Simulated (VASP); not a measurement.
# TiN (Fm-3m) in VASP: a series of runs

TiN is run at these levels: PBEsol; tasks: single point.

Everything below comes from runs of VASP 6.6.1. Logs are shortened: lines on timing, memory, paths and dates and some standing lists are left out, and cuts for length are marked.

### 1 The cell of the first run

The structure is cubic, space group Fm-3m (No. 225). Conventional cell: a = 4.366 Å, b = 4.366 Å, c = 4.366 Å, α = 90.00°, β = 90.00°, γ = 90.00°. Ti (site symmetry m-3m) has 6 N at 2.18 Å within 2.9 Å. N (site symmetry m-3m) has 6 Ti at 2.18 Å within 2.9 Å.

### 2 Single point, PBEsol, collinear spin (10.40 Å³/atom)

INCAR reads:

```
SYSTEM = TiN
PREC     = Accurate       ! precision mode
ENCUT    = 520            ! plane-wave cutoff, eV
EDIFF    = 1E-7           ! SCF threshold, eV
ISMEAR   = 0              ! smearing method
SIGMA    = 0.15           ! smearing width, eV
LREAL    = .FALSE.        ! projectors in reciprocal space
LASPH    = .TRUE.         ! aspherical terms in the spheres
NELM     = 150            ! most SCF steps
ALGO     = Normal         ! electronic algorithm
ISIF     = 2              ! what is computed and relaxed
LWAVE    = .FALSE.        ! write WAVECAR
LCHARG   = .FALSE.        ! write CHGCAR
ISPIN    = 2              ! spin polarisation
MAGMOM   = 0.125 0        ! initial moments
LORBIT   = 11             ! projections on sites
NUPDOWN  = 0.125          ! fixed moment
LMAXMIX  = 4              ! l up to which the mixer works
GGA      = PS             ! functional
NBANDS   = 20             ! bands
```

KPOINTS reads:

```
Automatic mesh
0
G
  20 20 20
  0 0 0
```

POSCAR reads:

```
TiN
1.0
    0.0000000000      2.1828557250      2.1828557250
    2.1828557250      0.0000000000      2.1828557250
    2.1828557250      2.1828557250      0.0000000000
Ti N
1 1
Direct
    0.0000000000      0.0000000000      0.0000000000
    0.5000000000      0.5000000000      0.5000000000
```

Potentials or basis: VASP PAW PBE potentials, release 64 (Ti_sv, N).

Command:

```bash
$ cat potpaw_PBE.64/Ti_sv/POTCAR potpaw_PBE.64/N/POTCAR > POTCAR
$ mpirun -np 1 vasp_std > vasp.out
```

OUTCAR:

```text
SYSTEM = TiN
   PREC = Accurate
   ENCUT = 520
   EDIFF = 1E-7
   ISMEAR = 0
   LREAL = .FALSE.
   LASPH = .TRUE.
   NELM = 150
   ISIF = 2
   ISPIN = 2
   LORBIT = 11
   NUPDOWN = 0.125
   GGA = PS

 ion  position               nearest neighbor table
   1  0.000  0.000  0.000-   2 2.18   2 2.18   2 2.18   2 2.18   2 2.18   2 2.18
   2  0.500  0.500  0.500-   1 2.18   1 2.18   1 2.18   1 2.18   1 2.18   1 2.18

  LATTYP: Found a face centered cubic cell.
 ALAT       =     4.3657114500

  Lattice vectors:

 A1 = (   0.0000000000,   2.1828557250,   2.1828557250)
 A2 = (   2.1828557250,   0.0000000000,   2.1828557250)
 A3 = (   2.1828557250,   2.1828557250,   0.0000000000)

Analysis of symmetry for initial positions (statically):
=====================================================================
 Subroutine PRICEL returns:
 Original cell was already a primitive cell.

 Routine SETGRP: Setting up the symmetry group for a
 face centered cubic supercell.

 Subroutine GETGRP returns: Found 48 space group operations
 (whereof 48 operations were pure point group operations)
 out of a pool of 48 trial point group operations.

The static configuration has the point symmetry O_h .

Analysis of symmetry for dynamics (positions and initial velocities):
=====================================================================
 Subroutine PRICEL returns:
 Original cell was already a primitive cell.

 Routine SETGRP: Setting up the symmetry group for a
 face centered cubic supercell.

 Subroutine GETGRP returns: Found 48 space group operations
 (whereof 48 operations were pure point group operations)
 out of a pool of 48 trial point group operations.

The dynamic configuration has the point symmetry O_h .

Analysis of structural, dynamic, and magnetic symmetry:
=====================================================================
 Subroutine PRICEL returns:
 Original cell was already a primitive cell.

 Routine SETGRP: Setting up the symmetry group for a
 face centered cubic supercell.

 Subroutine GETGRP returns: Found 48 space group operations
 (whereof 48 operations were pure point group operations)
 out of a pool of 48 trial point group operations.

The overall configuration has the point symmetry O_h .

 Subroutine INISYM returns: Found 48 space group operations
 (whereof 48 operations are pure point group operations),
 and found     1 'primitive' translations

----------------------------------------------------------------------------------------

                                     Primitive cell

  volume of cell :      20.8020

  direct lattice vectors                    reciprocal lattice vectors
     0.000000000  2.182855725  2.182855725    -0.229057740  0.229057740  0.229057740
     2.182855725  0.000000000  2.182855725     0.229057740 -0.229057740  0.229057740
     2.182855725  2.182855725  0.000000000     0.229057740  0.229057740 -0.229057740

  length of vectors
     3.087024171  3.087024171  3.087024171     0.396739644  0.396739644  0.396739644

  position of ions in fractional coordinates (direct lattice)
     0.000000000  0.000000000  0.000000000
     0.500000000  0.500000000  0.500000000

  ion indices of the primitive-cell ions
   primitive index   ion index
                 1           1
                 2           2

----------------------------------------------------------------------------------------

 KPOINTS: Automatic mesh

Automatic generation of k-mesh.
 Grid dimensions read from file:
 generate k-points for:   20   20   20

 Generating k-lattice:

  Cartesian coordinates                     Fractional coordinates (reciprocal lattice)
    -0.011452887  0.011452887  0.011452887     0.050000000  0.000000000  0.000000000
     0.011452887 -0.011452887  0.011452887     0.000000000  0.050000000  0.000000000
     0.011452887  0.011452887 -0.011452887     0.000000000  0.000000000  0.050000000

  Length of vectors
     0.019836982  0.019836982  0.019836982

  Shift w.r.t. Gamma in fractional coordinates (k-lattice)
     0.000000000  0.000000000  0.000000000

 Subroutine IBZKPT returns following result:
 ===========================================

 Found    256 irreducible k-points:

 Following reciprocal coordinates:
            Coordinates               Weight
  0.000000  0.000000  0.000000      1.000000
  0.050000  0.000000  0.000000      8.000000
  0.100000  0.000000  0.000000      8.000000
  0.150000  0.000000  0.000000      8.000000
  0.200000  0.000000  0.000000      8.000000
  0.250000  0.000000  0.000000      8.000000
[... 16 lines left out ...]
 -0.400000  0.050000  0.000000     24.000000
 -0.350000  0.050000  0.000000     24.000000
 [... further k-points ...]
   k-points           NKPTS =    256   k-points in BZ     NKDIM =    256   number of bands    NBANDS=     20
   number of dos      NEDOS =    301   number of ions     NIONS =      2
   total plane-waves  NPLWV =  13824
   dimension x,y,z NGX =    24 NGY =   24 NGZ =   24
   dimension x,y,z NGXF=    48 NGYF=   48 NGZF=   48
   ions per type =               1   1
   NGX,Y,Z   is equivalent  to a cutoff of  12.92, 12.92, 12.92 a.u.
   NGXF,Y,Z  is equivalent  to a cutoff of  25.85, 25.85, 25.85 a.u.
 SYSTEM =  TiN
   PREC   = accura    normal or accurate (medium, high low for compatibility)
   ISTART =      0    job   : 0-new  1-cont  2-samecut
   ICHARG =      2    charge: 1-file 2-atom 10-const
   ISPIN  =      2    spin polarized calculation?
   LNONCOLLINEAR =      F non collinear calculations
   LSORBIT =      F    spin-orbit coupling
   LASPH  =      T    aspherical Exc in radial PAW
   ENCUT  =  520.0 eV  38.22 Ry    6.18 a.u.   5.74  5.74  5.74*2*pi/ulx,y,z
   NELM   =    150;   NELMIN=  2; NELMDL= -5     # of ELM steps
   EDIFF  = 0.1E-06   stopping-criterion for ELM
   LREAL  =      F    real-space projection
   EDIFFG = 0.1E-05   stopping-criterion for IOM
   NSW    =      0    number of steps for IOM
   IBRION =     -1    ionic relax: 0-MD 1-quasi-New 2-CG
   NFREE  =      0    steps in history (QN), initial steepest desc. (CG)
   ISIF   =      2    stress and relaxation
   ISYM   =      2    0-nonsym 1-usesym 2-fastsym
   POTIM  = 0.5000    time-step for ionic-motion
   TEBEG  =    0.0;   TEEND  =   0.0 temperature during run
   PSTRESS=    0.0 pullay stress
   NELECT =      17.0000    total number of electrons
   NUPDOWN=       0.1250    fix difference up-down
   EMIN   =  10.00;   EMAX   =-10.00  energy-range for DOS
   EFERMI =   0.00;   METHOD = LEGACY
   ISMEAR =     0;   SIGMA  =   0.15  broadening in eV -4-tet -1-fermi 0-gaus
   EFERMI_NEDOS =   21; number of points for ismear=-14 and -15
   IALGO  =     38    algorithm
   IMIX   =      4    mixing-type and parameters
     AMIX     =   0.40;   BMIX     =  1.00
     AMIX_MAG =   1.60;   BMIX_MAG =  1.00
  volume/ion in A,a.u.               =      10.40        70.19
  Fermi-wavevector in a.u.,A,eV,Ry     =   1.530580  2.892377 31.874041  2.342676
  Thomas-Fermi vector in A             =   2.638043
   LORBIT       =     11    0 simple, 1 ext, 2 COOP (PROOUT), +10 PAW based schemes
   GGA     = PS    functional components
   LHFCALC =     F    Hartree Fock is set to
   AEXX    =    0.0000 exact exchange contribution
   IVDW    =     0    specifies the selected vdW correction
   LEPSILON=     F    determine dielectric tensor
   LRPA    =     F    only Hartree local field effects (RPA)
 spin polarized calculation
 Gauss-broadening in eV      SIGMA  =   0.15
  energy-cutoff  :      520.00
  volume of cell :       20.80
 maximum number of plane-waves:       571
   NGX = 11   NGY = 11   NGZ = 11

 number of electron      16.9999995 magnetization       0.1250000

 Free energy of the ion-electron system (eV)
  ---------------------------------------------------
  ext. energy  EPLUGINS =         0.00000000
  ---------------------------------------------------
  free energy    TOTEN  =       -20.58357903 eV

  energy without entropy =      -20.57262071  energy(sigma->0) =      -20.57809987

 E-fermi :  10.0686     XC(G=0): -12.7498

 val. band max:       10.2397416900   @ k =   0.2000   0.0000   0.0000
 cond. band min:      10.0766059754   @ k =  -0.4500   0.3500   0.1500
 fundamental gap:     -0.1631357146
 Fermi energy:        10.2440042526

 spin component 1

 k-point     1 :       0.0000    0.0000    0.0000
  band No.  band energies     occupation
      1     -47.6156      1.00000
      2     -23.7475      1.00000
      3     -23.7475      1.00000
      4     -23.7475      1.00000
      5      -6.3453      1.00000
      6       8.2648      1.00000
[... 12 lines left out ...]
     19      35.5420      0.00000
     20      35.5422      0.00000
[... 507 lines left out ...]
 k-point    24 :      -0.3500    0.0500    0.0000
  band No.  band energies     occupation
      1     -47.5588      1.00000
      2     -24.1426      1.00000
      3     -23.7971      1.00000
      4     -23.7808      1.00000
      5      -4.6404      1.00000
      6       3.3686      1.00000
[... 12 lines left out ...]
     19      32.3138      0.00000
     20      34.0297      0.00000

 [... further k-points ...]

 spin component 2

 k-point     1 :       0.0000    0.0000    0.0000
  band No.  band energies     occupation
      1     -47.5192      1.00000
      2     -23.6507      1.00000
      3     -23.6507      1.00000
      4     -23.6507      1.00000
      5      -6.3222      1.00000
      6       8.2774      1.00000
[... 12 lines left out ...]
     19      35.5907      0.00000
     20      35.5907      0.00000
[... 507 lines left out ...]
 k-point    24 :      -0.3500    0.0500    0.0000
  band No.  band energies     occupation
      1     -47.4623      1.00000
      2     -24.0470      1.00000
      3     -23.7003      1.00000
      4     -23.6840      1.00000
      5      -4.6220      1.00000
      6       3.4126      1.00000
[... 12 lines left out ...]
     19      32.3715      0.00000
     20      34.0874      0.00000

 [... further k-points ...]

------------------------ aborting loop because EDIFF is reached ----------------------------------------

  FORCE on cell =-STRESS in cart. coord.  units (eV):
  Direction    XX          YY          ZZ          XY          YZ          ZX
  --------------------------------------------------------------------------------------
  -------------------------------------------------------------------------------------
  Total       -3.3964147     -3.3964147     -3.3964147      0.0000000      0.0000000      0.0000000
  in kB     -261.5930541   -261.5930541   -261.5930541      0.0000000      0.0000000      0.0000000
  external PRESSURE =    -261.5930541 kB  Pullay stress =       0.0000000 kB

 VOLUME and BASIS-vectors are now :
 -----------------------------------------------------------------------------
  energy-cutoff  :      520.00
  volume of cell :       20.80
      direct lattice vectors                 reciprocal lattice vectors
     0.000000000  2.182855725  2.182855725    -0.229057740  0.229057740  0.229057740
     2.182855725  0.000000000  2.182855725     0.229057740 -0.229057740  0.229057740
     2.182855725  2.182855725  0.000000000     0.229057740  0.229057740 -0.229057740

 POSITION                                       TOTAL-FORCE (eV/Angst)
 -----------------------------------------------------------------------------------
      0.00000      0.00000      0.00000         0.000000     -0.000000     -0.000000
      2.18286      2.18286      2.18286        -0.000000      0.000000      0.000000
 -----------------------------------------------------------------------------------
    total drift:                                0.000000     -0.000000     -0.000000

  FREE ENERGIE OF THE ION-ELECTRON SYSTEM (eV)
  ---------------------------------------------------
  free  energy   TOTEN  =       -20.5835790289 eV

  energy  without entropy=      -20.5726207117  energy(sigma->0) =      -20.57809987

 total charge

# of ion       s       p       d       tot
------------------------------------------
    1        2.168   6.187   1.887  10.242
    2        1.233   2.438   0.000   3.671
--------------------------------------------------
tot          3.401   8.625   1.887  13.914

 magnetization (x)

# of ion       s       p       d       tot
------------------------------------------
    1        0.001   0.001   0.097   0.099
    2       -0.000   0.004   0.000   0.004
--------------------------------------------------
tot          0.001   0.004   0.097   0.102
```

Wall time 2.8 min (1 thread of Intel Xeon Platinum 8488C (Sapphire Rapids), shared host); peak memory 0.27 GiB.

What came out:

| Quantity | Value |
| --- | --- |
| Free energy | -20.5836 eV |
| Pressure | -26.2 GPa |
| Net moment | 0.12 μB per cell |
| Site moments | Ti +0.10; N +0.00 μB |
| Valence electrons inside the program's atomic spheres | Ti 10.24; N 3.67 |

Caveat: the cell stands under tension; the PAW data sets were made with another functional, which shifts forces and pressure a little; the total moment is fixed, so each spin has its own Fermi level and the state may be an excited one.

### 3 Single point, PBEsol, collinear spin (10.40 Å³/atom)

INCAR reads:

```
PREC     = Accurate       # precision mode
ENCUT    = 520            # plane-wave cutoff, eV
EDIFF    = 1E-6           # SCF threshold, eV
ISMEAR   = 0              # smearing method
SIGMA    = 0.15           # smearing width, eV
LREAL    = F              # projectors in reciprocal space
LASPH    = T              # aspherical terms in the spheres
NELM     = 150            # most SCF steps
ALGO     = Normal         # electronic algorithm
ISIF     = 2              # what is computed and relaxed
LWAVE    = F              # write WAVECAR
LCHARG   = T              # write CHGCAR
ISPIN    = 2              # spin polarisation
MAGMOM   = 0.875 0        # initial moments
LORBIT   = 11             # projections on sites
NUPDOWN  = 0.875          # fixed moment
LMAXMIX  = 4              # l up to which the mixer works
GGA      = PS             # functional
LELF     = T              # ELF
LVHAR    = T            
NBANDS   = 20             # bands
```

KPOINTS reads:

```
Automatic mesh
0
Gamma
  20 20 20
```

POSCAR is that of step 2.

Potentials or basis: VASP PAW PBE potentials, release 64 (Ti_sv, N).

Command:

```bash
$ cat potpaw_PBE.64/Ti_sv/POTCAR potpaw_PBE.64/N/POTCAR > POTCAR
$ mpirun -np 1 vasp_std > vasp.out
```

Run time: 2 min. Hardware: 1 thread of Intel Xeon Platinum 8488C (Sapphire Rapids), shared host; peak memory 0.27 GiB.

It converged, with:

| Quantity | Value |
| --- | --- |
| Free energy | -20.2945 eV |
| Pressure | -21.0 GPa |
| Net moment | 0.87 μB per cell |
| Site moments | Ti +0.67; N +0.03 μB |
| Valence electrons inside the program's atomic spheres | Ti 10.26; N 3.68 |

Caveat: the cell stands under tension; the PAW data sets were made with another functional, which shifts forces and pressure a little; the total moment is fixed, so each spin has its own Fermi level and the state may be an excited one.

### 4 Single point, PBEsol, collinear spin (10.40 Å³/atom)

INCAR reads:

```
SYSTEM = TiN
ALGO = Normal ; EDIFF = 1E-6
ENCUT = 520 ; GGA = PS
ISIF = 2 ; ISMEAR = 0
ISPIN = 2 ; LASPH = .True.
LCHARG = .False. ; LMAXMIX = 4
LORBIT = 11 ; LREAL = .False.
LWAVE = .False. ; MAGMOM = 0.625 0
NBANDS = 20 ; NELM = 150
NUPDOWN = 0.625 ; PREC = Accurate
SIGMA = 0.15
```

KPOINTS reads:

```
k-points
0
Gamma
  20 20 20
  0 0 0
```

POSCAR is that of step 3.

Command:

```bash
$ cat potpaw_PBE.64/Ti_sv/POTCAR potpaw_PBE.64/N/POTCAR > POTCAR
$ mpirun -np 1 vasp_std > vasp.out
```

Run time: 2 min. Hardware: 1 thread of Intel Xeon Platinum 8488C (Sapphire Rapids), shared host; peak memory 0.27 GiB.

The run converged. Its results:

```yaml
Free_energy: -20.4524 eV
Pressure: -23.6 GPa
Net_moment: 0.62 μB per cell
Site_moments: Ti +0.49; N +0.02 μB
Valence_electrons_inside_the_program's_atomic_spheres: Ti 10.25; N 3.67
```

Caveat: the cell stands under tension; the PAW data sets were made with another functional, which shifts forces and pressure a little; the total moment is fixed, so each spin has its own Fermi level and the state may be an excited one.

### 5 Overview

```tsv
fixed moment (μB)	pressure (GPa)	moment (μB)
0.125	-26.2	0.12
0.875	-21.0	0.87
0.625	-23.6	0.62
```

Alike in all rows: task single point; level PBEsol; potentials or basis VASP PAW PBE potentials, release 64 (Ti_sv, N); spin collinear; cell as given; k mesh 20 × 20 × 20; cutoff (eV) 520; smearing gaussian 0.15 eV.

Caveats: the cell stands under tension; the PAW data sets were made with another functional, which shifts forces and pressure a little; the total moment is fixed, so each spin has its own Fermi level and the state may be an excited one.

Absolute energies hang on the potentials; compare differences alone.
